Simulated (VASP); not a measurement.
# KF (Fm-3m) in VASP: further runs, part 2 of 2

VASP 6.6.1. Earlier steps stand in the parts before.

## 4. Electric field gradients, PBE (volume scaled by 1.03)

Input file INCAR:

```
SYSTEM = KF
ALGO = Normal
EDIFF = 1E-8
ENCUT = 520
GGA = PE
ISIF = 2
ISMEAR = -1
LASPH = .TRUE.
LCHARG = .FALSE.
LEFG = .TRUE.
LREAL = .FALSE.
LWAVE = .FALSE.
NBANDS = 15
NELM = 100
PREC = Accurate
SIGMA = 0.03
```

Input file KPOINTS:

```
k-points
0
G
  8 8 8
  0 0 0
```

Input file POSCAR:

```
KF
1.0
    0.0000000000      2.6999720186      2.6999720186
    2.6999720186      0.0000000000      2.6999720186
    2.6999720186      2.6999720186      0.0000000000
K F
1 1
Direct
    0.0000000000      0.0000000000      0.0000000000
    0.5000000000      0.5000000000      0.5000000000
```

Potentials or basis: VASP PAW PBE potentials, release 64 (K_sv, F).

The run is started by

```console
$ cat potpaw_PBE.64/K_sv/POTCAR potpaw_PBE.64/F/POTCAR > POTCAR
$ mpirun -np 1 vasp_std > vasp.out
```

OUTCAR:

```text
SYSTEM = KF
   EDIFF = 1E-8
   ENCUT = 520
   GGA = PE
   ISIF = 2
   ISMEAR = -1
   LASPH = .TRUE.
   LREAL = .FALSE.
   NELM = 100
   PREC = Accurate

 ion  position               nearest neighbor table
   1  0.000  0.000  0.000-   2 2.70   2 2.70   2 2.70   2 2.70   2 2.70   2 2.70
   2  0.500  0.500  0.500-   1 2.70   1 2.70   1 2.70   1 2.70   1 2.70   1 2.70

  LATTYP: Found a face centered cubic cell.
 ALAT       =     5.3999440372

  Lattice vectors:

 A1 = (   0.0000000000,   2.6999720186,   2.6999720186)
[... 644 lines left out ...]
  ---------------------------------------------------
  free  energy   TOTEN  =        -8.2982095370 eV

  energy  without entropy=       -8.2982095369  energy(sigma->0) =       -8.29820954

 Electric field gradients (V/A^2)
---------------------------------------------------------------------
 ion       V_xx      V_yy      V_zz      V_xy      V_xz      V_yz
---------------------------------------------------------------------
   1      -0.000    -0.000    -0.000     0.000     0.000     0.000
   2      -0.000    -0.000    -0.000     0.008     0.008     0.008
---------------------------------------------------------------------

 Electric field gradients after diagonalization (V/A^2)
 (convention: |V_zz| > |V_xx| > |V_yy|)
----------------------------------------------------------------------
 ion       V_xx      V_yy      V_zz     asymmetry (V_yy - V_xx)/ V_zz
----------------------------------------------------------------------
   1      -0.000    -0.000     0.000       0.000
   2      -0.008    -0.008     0.017       0.000
----------------------------------------------------------------------

           NMR quadrupolar parameters

 Cq : quadrupolar parameter    Cq=e*Q*V_zz/h
 eta: asymmetry parameters     (V_yy - V_xx)/ V_zz
 Q  : nuclear electric quadrupole moment in mb (millibarn)
----------------------------------------------------------------------
 ion       Cq(MHz)       eta       Q (mb)
----------------------------------------------------------------------
   1       0.000       0.000       1.000
   2       0.000       0.000       1.000
----------------------------------------------------------------------
```

OSZICAR:

```text
N       E                     dE             d eps       ncg     rms          rms(c)
DAV:   1     0.105324998389E+03    0.10532E+03   -0.83176E+03   878   0.104E+03
DAV:   2    -0.544947479172E+01   -0.11077E+03   -0.10056E+03  1103   0.276E+02
DAV:   3    -0.946601917549E+01   -0.40165E+01   -0.39860E+01  1154   0.472E+01
DAV:   4    -0.956967806168E+01   -0.10366E+00   -0.10362E+00  1157   0.695E+00
DAV:   5    -0.957138969223E+01   -0.17116E-02   -0.17116E-02  1172   0.744E-01    0.628E+00
DAV:   6    -0.833106189958E+01    0.12403E+01   -0.35636E+00   905   0.145E+01    0.385E+00
DAV:   7    -0.830088015826E+01    0.30182E-01   -0.65762E-02  1066   0.221E+00    0.216E+00
DAV:   8    -0.829586319495E+01    0.50170E-02   -0.52680E-02   982   0.224E+00    0.196E-01
DAV:   9    -0.829748337235E+01   -0.16202E-02   -0.37630E-03  1045   0.510E-01    0.122E-01
DAV:  10    -0.829807591679E+01   -0.59254E-03   -0.46971E-04   926   0.184E-01    0.637E-02
DAV:  11    -0.829820981633E+01   -0.13390E-03   -0.13104E-04   912   0.946E-02    0.190E-02
DAV:  12    -0.829820948473E+01    0.33161E-06   -0.11945E-05  1095   0.338E-02    0.431E-03
DAV:  13    -0.829820953789E+01   -0.53160E-07   -0.21068E-06   940   0.129E-02    0.222E-03
DAV:  14    -0.829820953699E+01    0.89881E-09   -0.65191E-08  1122   0.230E-03
   1 F= -.82982095E+01 E0= -.82982095E+01  d E =-.611676E-10
```

Wall time 13 s (1 thread of Intel Xeon 6975P-C (Granite Rapids), shared host); peak memory 0.16 GiB.

Results:

```yaml
Free_energy: -8.2982 eV
Pressure: 0.4 GPa
Band_gap_on_the_k_mesh: 6.00 eV, direct
```

Levels at points of the mesh, in eV from the valence-band top:
| k point | band 6 | band 7 | band 8 | band 9 | band 10 | band 11 |
| --- | --- | --- | --- | --- | --- | --- |
| (0.00, 0.00, 0.00) | 0.00 | 0.00 | 0.00 | 6.00 | 10.59 | 10.59 |
| (0.50, 0.00, 0.00) | -0.76 | -0.32 | -0.32 | 8.94 | 10.37 | 11.92 |
| (0.50, 0.50, 0.00) | -0.23 | -0.06 | -0.06 | 8.17 | 10.13 | 11.56 |

Caveat: without QUAD_EFG the Cq values of the log hold for a quadrupole moment of 1 mb, not for the nuclei. A k mesh can miss the band edges.

## 5. Electric field gradients, PBE (volume scaled by 1.06)

Input file INCAR:

```
SYSTEM = KF
ALGO = Normal ; EDIFF = 1E-8
ENCUT = 520 ; GGA = PE
ISIF = 2 ; ISMEAR = -1
LASPH = .TRUE. ; LCHARG = .FALSE.
LEFG = .TRUE. ; LREAL = .FALSE.
LWAVE = .FALSE. ; NBANDS = 15
NELM = 60 ; PREC = Accurate
SIGMA = 0.03
```

KPOINTS is that of step 4.

Input file POSCAR:

```
KF
1.0
    0.0000000000      2.7259348808      2.7259348808
    2.7259348808      0.0000000000      2.7259348808
    2.7259348808      2.7259348808      0.0000000000
K F
1 1
Direct
    0.0000000000      0.0000000000      0.0000000000
    0.5000000000      0.5000000000      0.5000000000
```

Potentials or basis: VASP PAW PBE potentials, release 64 (K_sv, F).

The run is started by

```console
$ cat potpaw_PBE.64/K_sv/POTCAR potpaw_PBE.64/F/POTCAR > POTCAR
$ mpirun -np 1 vasp_std > vasp.out
```

OUTCAR:

```text
SYSTEM = KF
   EDIFF = 1E-8
   ENCUT = 520
   GGA = PE
   ISIF = 2
   ISMEAR = -1
   LASPH = .TRUE.
   LREAL = .FALSE.
   NELM = 60
   PREC = Accurate

 ion  position               nearest neighbor table
   1  0.000  0.000  0.000-   2 2.73   2 2.73   2 2.73   2 2.73   2 2.73   2 2.73
   2  0.500  0.500  0.500-   1 2.73   1 2.73   1 2.73   1 2.73   1 2.73   1 2.73

  LATTYP: Found a face centered cubic cell.
 ALAT       =     5.4518697616

  Lattice vectors:

 A1 = (   0.0000000000,   2.7259348808,   2.7259348808)
 A2 = (   2.7259348808,   0.0000000000,   2.7259348808)
 A3 = (   2.7259348808,   2.7259348808,   0.0000000000)

Analysis of symmetry for initial positions (statically):
=====================================================================
 Subroutine PRICEL returns:
 Original cell was already a primitive cell.

 Routine SETGRP: Setting up the symmetry group for a
 face centered cubic supercell.

 Subroutine GETGRP returns: Found 48 space group operations
 (whereof 48 operations were pure point group operations)
 out of a pool of 48 trial point group operations.

The static configuration has the point symmetry O_h .

Analysis of symmetry for dynamics (positions and initial velocities):
=====================================================================
 Subroutine PRICEL returns:
 Original cell was already a primitive cell.

 Routine SETGRP: Setting up the symmetry group for a
 face centered cubic supercell.

 Subroutine GETGRP returns: Found 48 space group operations
 (whereof 48 operations were pure point group operations)
 out of a pool of 48 trial point group operations.

[... 577 lines left out ...]
      7      -3.2076      2.00000
      8      -3.1957      2.00000
      9       6.1995      0.00000
     10       6.8386      0.00000
     11       8.3847      0.00000
     12       9.4446      0.00000
     13      10.6213      0.00000
     14      11.5847      0.00000
     15      11.7080      0.00000

 [... further k-points ...]

------------------------ aborting loop because EDIFF is reached ----------------------------------------

  FORCE on cell =-STRESS in cart. coord.  units (eV):
  Direction    XX          YY          ZZ          XY          YZ          ZX
  --------------------------------------------------------------------------------------
  -------------------------------------------------------------------------------------
  Total       -0.1197776     -0.1197776     -0.1197776      0.0000000      0.0000000     -0.0000000
  in kB       -4.7370696     -4.7370696     -4.7370696      0.0000000      0.0000000     -0.0000000
  external PRESSURE =      -4.7370696 kB  Pullay stress =       0.0000000 kB

 VOLUME and BASIS-vectors are now :
 -----------------------------------------------------------------------------
  energy-cutoff  :      520.00
  volume of cell :       40.51
      direct lattice vectors                 reciprocal lattice vectors
     0.000000000  2.725934881  2.725934881    -0.183423310  0.183423310  0.183423310
     2.725934881  0.000000000  2.725934881     0.183423310 -0.183423310  0.183423310
     2.725934881  2.725934881  0.000000000     0.183423310  0.183423310 -0.183423310

 POSITION                                       TOTAL-FORCE (eV/Angst)
 -----------------------------------------------------------------------------------
      0.00000      0.00000      0.00000         0.000000      0.000000      0.000000
      2.72593      2.72593      2.72593         0.000000     -0.000000     -0.000000
 -----------------------------------------------------------------------------------
    total drift:                                0.000000      0.000000      0.000000

  FREE ENERGIE OF THE ION-ELECTRON SYSTEM (eV)
  ---------------------------------------------------
  free  energy   TOTEN  =        -8.2990589174 eV

  energy  without entropy=       -8.2990589174  energy(sigma->0) =       -8.29905892

 Electric field gradients (V/A^2)
---------------------------------------------------------------------
 ion       V_xx      V_yy      V_zz      V_xy      V_xz      V_yz
---------------------------------------------------------------------
   1      -0.000     0.000     0.000    -0.000    -0.000    -0.000
   2       0.000    -0.000    -0.000    -0.002    -0.002    -0.002
---------------------------------------------------------------------

 Electric field gradients after diagonalization (V/A^2)
 (convention: |V_zz| > |V_xx| > |V_yy|)
----------------------------------------------------------------------
 ion       V_xx      V_yy      V_zz     asymmetry (V_yy - V_xx)/ V_zz
----------------------------------------------------------------------
   1       0.000     0.000    -0.000       0.000
   2       0.002     0.002    -0.004       0.000
----------------------------------------------------------------------

           NMR quadrupolar parameters

 Cq : quadrupolar parameter    Cq=e*Q*V_zz/h
 eta: asymmetry parameters     (V_yy - V_xx)/ V_zz
 Q  : nuclear electric quadrupole moment in mb (millibarn)
----------------------------------------------------------------------
 ion       Cq(MHz)       eta       Q (mb)
----------------------------------------------------------------------
   1      -0.000       0.000       1.000
   2      -0.000       0.000       1.000
----------------------------------------------------------------------
```

stdout:

```text
POSCAR found type information on POSCAR K F
 POSCAR found :  2 types and       2 ions
 scaLAPACK will be used
 LDA part: xc-table for (Slater+PW92), standard interpolation
 POSCAR, INCAR and KPOINTS ok, starting setup
 FFT: planning ... GRIDC
 FFT: planning ... GRID_SOFT
 FFT: planning ... GRID
 WAVECAR not read
 entering main loop
ion   1

ion   2
```

Wall time 16 s (1 thread of Intel Xeon 6975P-C (Granite Rapids), shared host); peak memory 0.17 GiB.

What came out:

| Item | Value |
| --- | --- |
| Free energy | -8.2991 eV |
| Pressure | -0.5 GPa |
| Band gap on the k mesh | 5.86 eV, direct |

Levels at points of the mesh, in eV from the valence-band top:
| k point | band 4 | band 5 | band 6 | band 7 | band 8 | band 9 | band 10 | band 11 | band 12 | band 13 |
| --- | --- | --- | --- | --- | --- | --- | --- | --- | --- | --- |
| (0.00, 0.00, 0.00) | -9.60 | -9.60 | 0.00 | 0.00 | 0.00 | 5.86 | 10.51 | 10.51 | 10.51 | 12.10 |
| (0.50, 0.00, 0.00) | -9.63 | -9.63 | -0.73 | -0.30 | -0.30 | 8.81 | 10.16 | 11.79 | 11.79 | 13.91 |
| (0.50, 0.50, 0.00) | -9.77 | -9.77 | -0.24 | -0.07 | -0.07 | 8.14 | 9.97 | 11.34 | 13.29 | 13.86 |

Caveat: without QUAD_EFG the Cq values of the log hold for a quadrupole moment of 1 mb, not for the nuclei. A k mesh can miss the band edges.

## 6. Summary

| cell | gap on the mesh (eV) | pressure (GPa) |
| --- | --- | --- |
| a = 3.704 Å, angles 60.0°, 2 atoms | 6.49 | 3.9 |
| a = 3.781 Å, angles 60.0°, 2 atoms | 6.16 | 1.4 |
| a = 3.818 Å, angles 60.0°, 2 atoms | 6.00 | 0.4 |
| a = 3.855 Å, angles 60.0°, 2 atoms | 5.86 | -0.5 |

Alike in all rows: task electric field gradients; level PBE; potentials or basis VASP PAW PBE potentials, release 64 (K_sv, F); no spin polarisation; k mesh 8 × 8 × 8; cutoff (eV) 520; smearing fermi-dirac 0.03 eV.

Total energies depend on the potentials used, so only differences within one code and one set of settings carry meaning.
